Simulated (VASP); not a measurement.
# HfC (P-1) in VASP: single point with PBEsol

Aim: the single point of HfC with PBEsol.

Program: VASP 6.6.1. These are calculated values, not measurements. Logs are shortened: lines on timing, memory, paths and dates and some standing lists are left out, and cuts for length are marked.

### Step 1. The cell of the first run

The typed cell holds 4 atoms: a = 3.359 Å, b = 3.363 Å, c = 5.220 Å, α = 91.44°, β = 89.09°, γ = 119.65°.

### Step 2. Single point, PBEsol (strained and its atoms moved)

File INCAR:

```
PREC = Accurate
ENCUT = 520
EDIFF = 1E-7
ISMEAR = 0
SIGMA = 0.1
LREAL = False
LASPH = True
NELM = 60
ALGO = Fast
ISIF = 2
LWAVE = False
LCHARG = False
GGA = PS
NBANDS = 22
```

File KPOINTS:

```
Automatic mesh
0
Gamma
  12 12 8
```

File POSCAR:

```
HfC
1.0
    3.3588783815      0.0092931676      0.0267763571
   -1.6713910714      2.9175155045     -0.0423382478
    0.0416737391     -0.0520271400      5.2196228205
Hf C
2 2
Direct
    0.6397793415      0.3444208599      0.7844991369
    0.3602206585      0.6555791401      0.2155008631
    0.0000000000      0.0000000000      0.0000000000
    0.0000000000      0.0000000000      0.5000000000
```

Potentials or basis: VASP PAW PBE potentials, release 64 (Hf_pv, C).

Run with:

```console
$ cat potpaw_PBE.64/Hf_pv/POTCAR potpaw_PBE.64/C/POTCAR > POTCAR
$ mpirun -np 1 vasp_std > vasp.out
```

OUTCAR:

```text
PREC = Accurate
   ENCUT = 520
   EDIFF = 1E-7
   ISMEAR = 0
   LREAL = False
   LASPH = True
   NELM = 60
   ISIF = 2
   GGA = PS

 ion  position               nearest neighbor table
   1  0.640  0.344  0.784-   3 2.18   3 2.21   3 2.36   4 2.39   4 2.45   4 2.50   2 2.80   2 3.06
                             2 3.09   2 3.47   2 3.56   2 3.63
   2  0.360  0.656  0.216-   3 2.18   3 2.21   3 2.36   4 2.39   4 2.45   4 2.50   1 2.80   1 3.06
                             1 3.09   1 3.47   1 3.56   1 3.63
   3  0.000  0.000  0.000-   1 2.18   2 2.18   1 2.21   2 2.21   1 2.36   2 2.36
   4  0.000  0.000  0.500-   1 2.39   2 2.39   1 2.45   2 2.45   1 2.50   2 2.50

  LATTYP: Found a triclinic cell.
 ALAT       =     3.3626235828
 B/A-ratio  =     1.0047127385
 C/A-ratio  =     1.5523737136
 COS(alpha) =     0.0092525972
 COS(beta)  =     0.0252054534
 COS(gamma) =     0.5034289447

  Lattice vectors:

 A1 = (  -1.6713910714,   2.9175155045,  -0.0423382478)
 A2 = (   1.6874873101,   2.9268086721,  -0.0155618907)
 A3 = (  -0.0416737391,   0.0520271400,  -5.2196228205)

Analysis of symmetry for initial positions (statically):
=====================================================================
 Subroutine PRICEL returns:
 Original cell was already a primitive cell.

 Routine SETGRP: Setting up the symmetry group for a
 triclinic supercell.

 Subroutine GETGRP returns: Found  2 space group operations
 (whereof  2 operations were pure point group operations)
 out of a pool of  2 trial point group operations.

The static configuration has the point symmetry S_2 .

Analysis of symmetry for dynamics (positions and initial velocities):
=====================================================================
 Subroutine PRICEL returns:
 Original cell was already a primitive cell.

 Routine SETGRP: Setting up the symmetry group for a
 triclinic supercell.

 Subroutine GETGRP returns: Found  2 space group operations
 (whereof  2 operations were pure point group operations)
 out of a pool of  2 trial point group operations.

The dynamic configuration has the point symmetry S_2 .

 Subroutine INISYM returns: Found  2 space group operations
 (whereof  2 operations are pure point group operations),
 and found     1 'primitive' translations

----------------------------------------------------------------------------------------

                                     Primitive cell

  volume of cell :      51.2228

  direct lattice vectors                    reciprocal lattice vectors
     3.358878381  0.009293168  0.026776357     0.297252695  0.170280802 -0.000675989
    -1.671391071  2.917515504 -0.042338248    -0.000974173  0.342248922  0.003419180
     0.041673739 -0.052027140  5.219622820    -0.001532791  0.001902574  0.191615926

  length of vectors
     3.358997963  3.362623583  5.220048459     0.342571414  0.342267388  0.191631502

  position of ions in fractional coordinates (direct lattice)
     0.639779342  0.344420860  0.784499137
     0.360220658  0.655579140  0.215500863
     0.000000000  0.000000000  0.000000000
     0.000000000  1.000000000  0.500000000

  ion indices of the primitive-cell ions
   primitive index   ion index
                 1           1
                 2           2
                 3           3
                 4           4

----------------------------------------------------------------------------------------

 KPOINTS: Automatic mesh

Automatic generation of k-mesh.
 Grid dimensions read from file:
 generate k-points for:   12   12    8

 Generating k-lattice:

  Cartesian coordinates                     Fractional coordinates (reciprocal lattice)
     0.024771058  0.014190067 -0.000056332     0.083333333 -0.000000000  0.000000000
    -0.000081181  0.028520744  0.000284932     0.000000000  0.083333333 -0.000000000
    -0.000191599  0.000237822  0.023951991     0.000000000  0.000000000  0.125000000

  Length of vectors
     0.028547618  0.028522282  0.023953938

  Shift w.r.t. Gamma in fractional coordinates (k-lattice)
     0.000000000  0.000000000  0.000000000

 Subroutine IBZKPT returns following result:
 ===========================================

 Found    580 irreducible k-points:

 Following reciprocal coordinates:
            Coordinates               Weight
  0.000000  0.000000  0.000000      1.000000
  0.083333 -0.000000  0.000000      2.000000
  0.166667 -0.000000 -0.000000      2.000000
  0.250000 -0.000000 -0.000000      2.000000
  0.333333  0.000000 -0.000000      2.000000
  0.416667 -0.000000 -0.000000      2.000000
[... 16 lines left out ...]
  0.250000  0.166667  0.000000      2.000000
  0.333333  0.166667 -0.000000      2.000000
 [... further k-points ...]
   k-points           NKPTS =    580   k-points in BZ     NKDIM =    580   number of bands    NBANDS=     22
   number of dos      NEDOS =    301   number of ions     NIONS =      4
   total plane-waves  NPLWV =  31360
   dimension x,y,z NGX =    28 NGY =   28 NGZ =   40
   dimension x,y,z NGXF=    56 NGYF=   56 NGZF=   80
   ions per type =               2   2
   NGX,Y,Z   is equivalent  to a cutoff of  13.86, 13.84, 12.74 a.u.
   NGXF,Y,Z  is equivalent  to a cutoff of  27.72, 27.69, 25.48 a.u.
 SYSTEM =  unknown system
   PREC   = accura    normal or accurate (medium, high low for compatibility)
   ISTART =      0    job   : 0-new  1-cont  2-samecut
   ICHARG =      2    charge: 1-file 2-atom 10-const
   ISPIN  =      1    spin polarized calculation?
   LNONCOLLINEAR =      F non collinear calculations
   LSORBIT =      F    spin-orbit coupling
   LASPH  =      T    aspherical Exc in radial PAW
   ENCUT  =  520.0 eV  38.22 Ry    6.18 a.u.   6.25  6.25  9.71*2*pi/ulx,y,z
   NELM   =     60;   NELMIN=  2; NELMDL= -5     # of ELM steps
   EDIFF  = 0.1E-06   stopping-criterion for ELM
   LREAL  =      F    real-space projection
   EDIFFG = 0.1E-05   stopping-criterion for IOM
   NSW    =      0    number of steps for IOM
   IBRION =     -1    ionic relax: 0-MD 1-quasi-New 2-CG
   NFREE  =      0    steps in history (QN), initial steepest desc. (CG)
   ISIF   =      2    stress and relaxation
   ISYM   =      2    0-nonsym 1-usesym 2-fastsym
   POTIM  = 0.5000    time-step for ionic-motion
   TEBEG  =    0.0;   TEEND  =   0.0 temperature during run
   PSTRESS=    0.0 pullay stress
   NELECT =      28.0000    total number of electrons
   NUPDOWN=      -1.0000    fix difference up-down
   EMIN   =  10.00;   EMAX   =-10.00  energy-range for DOS
   EFERMI =   0.00;   METHOD = LEGACY
   ISMEAR =     0;   SIGMA  =   0.10  broadening in eV -4-tet -1-fermi 0-gaus
   EFERMI_NEDOS =   21; number of points for ismear=-14 and -15
   IALGO  =     68    algorithm
   IMIX   =      4    mixing-type and parameters
     AMIX     =   0.40;   BMIX     =  1.00
     AMIX_MAG =   1.60;   BMIX_MAG =  1.00
  volume/ion in A,a.u.               =      12.81        86.42
  Fermi-wavevector in a.u.,A,eV,Ry     =   1.338565  2.529522 24.378341  1.791758
  Thomas-Fermi vector in A             =   2.467026
   LORBIT       =      0    0 simple, 1 ext, 2 COOP (PROOUT), +10 PAW based schemes
   GGA     = PS    functional components
   LHFCALC =     F    Hartree Fock is set to
   AEXX    =    0.0000 exact exchange contribution
   IVDW    =     0    specifies the selected vdW correction
   LEPSILON=     F    determine dielectric tensor
   LRPA    =     F    only Hartree local field effects (RPA)
 non-spin polarized calculation
 RMM-DIIS sequential band-by-band and
 Gauss-broadening in eV      SIGMA  =   0.10
  energy-cutoff  :      520.00
  volume of cell :       51.22
 maximum number of plane-waves:      1396
 NGX is ok and might be reduce to    28
   NGX = 13   NGY = 13   NGZ = 19

 number of electron      28.0000001 magnetization

 Free energy of the ion-electron system (eV)
  ---------------------------------------------------
  ext. energy  EPLUGINS =         0.00000000
  ---------------------------------------------------
  free energy    TOTEN  =       -42.28601814 eV

  energy without entropy =      -42.28239040  energy(sigma->0) =      -42.28420427

 E-fermi :   5.8945     XC(G=0): -12.2975

 val. band max:        5.8924629952   @ k =  -0.1667  -0.1667   0.3750
 cond. band min:       5.8945276665   @ k =  -0.2500  -0.2500   0.2500
 fundamental gap:      0.0020646713
 Fermi energy:         5.8945210093

 k-point     1 :       0.0000    0.0000    0.0000
  band No.  band energies     occupation
      1     -24.6528      2.00000
      2     -24.0570      2.00000
      3     -23.9219      2.00000
      4     -23.8901      2.00000
      5     -23.8490      2.00000
      6     -23.6750      2.00000
[... 14 lines left out ...]
     21      10.3265      0.00000
     22      13.5655      0.00000

 k-point     2 :       0.0833   -0.0000    0.0000
  band No.  band energies     occupation
      1     -24.6426      2.00000
      2     -24.0727      2.00000
      3     -23.9668      2.00000
      4     -23.9030      2.00000
      5     -23.8500      2.00000
      6     -23.6763      2.00000
[... 14 lines left out ...]
     21      10.8736      0.00000
     22      13.2931      0.00000

 k-point     3 :       0.1667   -0.0000   -0.0000
  band No.  band energies     occupation
      1     -24.6157      2.00000
      2     -24.1344      2.00000
      3     -24.0453      2.00000
      4     -23.9490      2.00000
      5     -23.8613      2.00000
      6     -23.6827      2.00000
[... 14 lines left out ...]
     21      12.0302      0.00000
     22      12.7948      0.00000
[... 476 lines left out ...]
 k-point    23 :       0.2500    0.1667    0.0000
  band No.  band energies     occupation
      1     -24.5300      2.00000
      2     -24.3740      2.00000
      3     -24.2422      2.00000
      4     -24.0197      2.00000
      5     -23.9535      2.00000
      6     -23.7219      2.00000
[... 14 lines left out ...]
     21      12.2161      0.00000
     22      12.5709      0.00000

 k-point    24 :       0.3333    0.1667   -0.0000
  band No.  band energies     occupation
      1     -24.5157      2.00000
      2     -24.4554      2.00000
      3     -24.2511      2.00000
      4     -24.0482      2.00000
      5     -23.9685      2.00000
      6     -23.7467      2.00000
[... 14 lines left out ...]
     21      12.2806      0.00000
     22      12.8584      0.00000

 [... further k-points ...]
[... 5 lines left out ...]
  --------------------------------------------------------------------------------------
  -------------------------------------------------------------------------------------
  Total       -1.1319093     -0.9675629     -0.7503790      0.1131189      1.6100345     -3.2977376
  in kB      -35.4045058    -30.2639862    -23.4707838      3.5381968     50.3595786   -103.1485223
  external PRESSURE =     -29.7130919 kB  Pullay stress =       0.0000000 kB

 VOLUME and BASIS-vectors are now :
 -----------------------------------------------------------------------------
  energy-cutoff  :      520.00
  volume of cell :       51.22
      direct lattice vectors                 reciprocal lattice vectors
     3.358878381  0.009293168  0.026776357     0.297252695  0.170280802 -0.000675989
    -1.671391071  2.917515504 -0.042338248    -0.000974173  0.342248922  0.003419180
     0.041673739 -0.052027140  5.219622820    -0.001532791  0.001902574  0.191615926

 POSITION                                       TOTAL-FORCE (eV/Angst)
 -----------------------------------------------------------------------------------
      1.60597      0.96998      4.09734         2.039883     -0.813996     -5.805162
      0.12319      1.90480      1.10672        -2.039883      0.813996      5.805162
      0.00000      0.00000      0.00000         0.000000      0.000000      0.000000
      0.02084     -0.02601      2.60981        -0.000000      0.000000     -0.000000
 -----------------------------------------------------------------------------------
    total drift:                               -0.000000      0.000000      0.000000

  FREE ENERGIE OF THE ION-ELECTRON SYSTEM (eV)
  ---------------------------------------------------
  free  energy   TOTEN  =       -42.2860181411 eV

  energy  without entropy=      -42.2823903984  energy(sigma->0) =      -42.28420427
```

Run time: 25 min. Hardware: 1 thread of Oxide Virtual Turin-like, shared host; peak memory 0.59 GiB.

What came out:

| Property | Result |
| --- | --- |
| Free energy | -42.2860 eV |
| Pressure | -3.0 GPa |
| Largest force | 6.207 eV/Å |
| Band gap on the k mesh | zero (bands 14 and 15 overlap by 1.07 eV) |

Forces on the atoms (eV/Å):
```
Hf   2.040 -0.814 -5.805
Hf  -2.040  0.814  5.805
C    0.000  0.000  0.000
C    0.000  0.000  0.000
```

Caveat: the cell differs from its parent crystal (strained and its atoms moved); the PAW data sets were made with another functional, which shifts forces and pressure a little; spin-orbit coupling is left out, which moves the levels of the heavy elements.
